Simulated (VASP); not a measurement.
Write the native input for VASP 6.6.1 that does the following.

- Task: single point
- Functional: PBE
- Potentials or basis: VASP PAW PBE potentials, release 64 (Cs_sv, Cd, Cl)
- Cutoff: 520 eV
- k mesh: 12 × 12 × 6
- Occupations: gaussian, width 0.1 eV
- Spin: no spin polarisation
- Dipole correction: no
- Further INCAR settings: ALGO = Normal; EDIFF = 1e-07; NBANDS = 26

The structure of CsCdCl2 lies in POSCAR:

```
CsCdCl2
1.0
    3.9500631312      0.0000000000      0.0000000000
    0.0000000000      3.9500631312      0.0000000000
    0.0000000000      0.0000000000      7.8469688346
Cs Cd Cl
1 1 2
Direct
    0.0000000000      0.0000000000      0.5000000000
    0.0000000000      0.0000000000      0.0000000000
    0.5000000000      0.5000000000      0.2179042935
    0.5000000000      0.5000000000      0.7820957065
```

The input as run:

INCAR

```
PREC = Accurate
ENCUT = 520
EDIFF = 1E-7
ISMEAR = 0
SIGMA = 0.1
LREAL = F
LASPH = T
NELM = 100
ALGO = Normal
ISIF = 2
LWAVE = F
LCHARG = T
GGA = PE
LELF = T
LVHAR = T
NBANDS = 26
```

KPOINTS

```
regular mesh
0
Gamma
  12 12 6
```

Potentials or basis: VASP PAW PBE potentials, release 64 (Cs_sv, Cd, Cl).

Launch:

```sh
$ cat potpaw_PBE.64/Cs_sv/POTCAR potpaw_PBE.64/Cd/POTCAR potpaw_PBE.64/Cl/POTCAR > POTCAR
$ mpirun -np 1 vasp_std > vasp.out
```

Results of the run:

The pressure is 0.0 GPa and the band gap on the k mesh is zero (an odd number of electrons rules out a gap without spin polarisation).

Caveat: spin-orbit coupling is left out, which moves the levels of the heavy elements; an odd number of electrons without spin polarisation forces a metal; a magnetic or distorted state may lie lower.

Run time: 2.1 min on 1 thread of Intel(R) Xeon(R) 6975P-C (Granite Rapids) (shared host), peak memory 0.47 GiB.
